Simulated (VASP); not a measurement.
Set up this calculation in VASP 6.6.1, as the native input.

```yaml
Task: single point
Functional: LDA
Potentials_or_basis: VASP PAW LDA potentials, release 64 (Na_pv, S)
Cutoff: 500 eV
k_mesh: 6 × 6 × 6
Occupations: fermi-dirac, width 0.0272 eV
Spin: no spin polarisation
Dipole_correction: no
Further_INCAR_settings: ALGO = Normal; EDIFF = 1e-06; NBANDS = 17
```

The structure of Na2S lies in POSCAR:

```
Na2S
1.0
    0.0000000000      3.2735000000      3.2735000000
    3.2735000000      0.0000000000      3.2735000000
    3.2735000000      3.2735000000      0.0000000000
Na S
2 1
Direct
    0.2500000000      0.2500000000      0.2500000000
    0.7500000000      0.7500000000      0.7500000000
    0.0000000000      0.0000000000      0.0000000000
```

These files were run (other wordings do the same):

INCAR

```
PREC     = Accurate       # precision mode
ENCUT    = 500            # plane-wave cutoff, eV
EDIFF    = 1E-6           # SCF threshold, eV
ISMEAR   = -1             # smearing method
SIGMA    = 0.0272         # smearing width, eV
LREAL    = F              # projectors in reciprocal space
LASPH    = T              # aspherical terms in the spheres
NELM     = 120            # most SCF steps
ALGO     = Normal         # electronic algorithm
ISIF     = 2              # what is computed and relaxed
LWAVE    = F              # write WAVECAR
LCHARG   = T              # write CHGCAR
GGA      = CA             # functional
LELF     = T              # ELF
LVHAR    = T            
NBANDS   = 17             # bands
GGA_COMPAT= F
```

KPOINTS

```
Automatic mesh
0
Gamma
  6 6 6
```

Potentials or basis: VASP PAW LDA potentials, release 64 (Na_pv, S).

The run is started by

```sh
$ cat potpaw_LDA.64/Na_pv/POTCAR potpaw_LDA.64/S/POTCAR > POTCAR
$ mpirun -np 1 vasp_std > vasp.out
```

It gave:

```yaml
Pressure: -2.2 GPa
Band_gap_on_the_k_mesh: 2.24 eV
```

Run time: 25 s on 1 thread of AMD EPYC 7R43 64-Core Processor (Zen 3) (shared host), peak memory 0.13 GiB.
